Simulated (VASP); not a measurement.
Wanted: the native input for a VASP 6.6.1 run.

```
Task                   : electric field gradients
Functional             : LDA
Potentials or basis    : VASP PAW LDA potentials, release 64 (Sn_d, Te)
Cutoff                 : 520 eV
k mesh                 : 11 × 11 × 11
Occupations            : fermi-dirac, width 0.08 eV
Spin                   : no spin polarisation
Dipole correction      : no
Further INCAR settings : ALGO = Normal; EDIFF = 1e-08; NBANDS = 17
```

The structure of SnTe lies in POSCAR:

```
SnTe
1.0
   -0.0946950000      3.1091525000      3.1091525000
    3.1091525000     -0.0946950000      3.1091525000
    3.1091525000      3.1091525000     -0.0946950000
Sn Te
1 1
Direct
    0.0000000000      0.0000000000      0.0000000000
    0.5000000000      0.5000000000      0.5000000000
```

This cell differs from its parent crystal: equal xy, yz and zx shear strains of -3 %.

The input as run:

INCAR

```
SYSTEM = SnTe
  PREC = Accurate
  ENCUT = 520
  EDIFF = 1E-8
  ISMEAR = -1
  SIGMA = 0.08
  LREAL = .FALSE.
  LASPH = .TRUE.
  NELM = 100
  ALGO = Normal
  ISIF = 2
  LWAVE = .FALSE.
  LCHARG = .FALSE.
  LEFG = .TRUE.
  NBANDS = 17
```

KPOINTS

```
regular mesh
0
G
  11 11 11
  0 0 0
```

Potentials or basis: VASP PAW LDA potentials, release 64 (Sn_d, Te).

Run with:

```sh
$ cat potpaw_LDA.64/Sn_d/POTCAR potpaw_LDA.64/Te/POTCAR > POTCAR
$ mpirun -np 1 vasp_std > vasp.out
```

It gave:

```yaml
Pressure: -1.7 GPa
Band_gap_on_the_k_mesh: 0.12 eV (least direct gap 0.39 eV)
Largest_electric_field_gradient_by_atom: Sn -2.5; Te -35.9 V/Å²
```

Caveat: the cell differs from its parent crystal (equal xy, yz and zx shear strains of -3 %); semilocal functionals underestimate gaps, and a narrow one can read as zero; without QUAD_EFG the Cq values of the log hold for a quadrupole moment of 1 mb, not for the nuclei; spin-orbit coupling is left out, which moves the levels of the heavy elements.

It took 5.5 min on 1 thread of AMD EPYC 7R43 64-Core Processor (Zen 3) (shared host), peak memory 0.24 GiB.
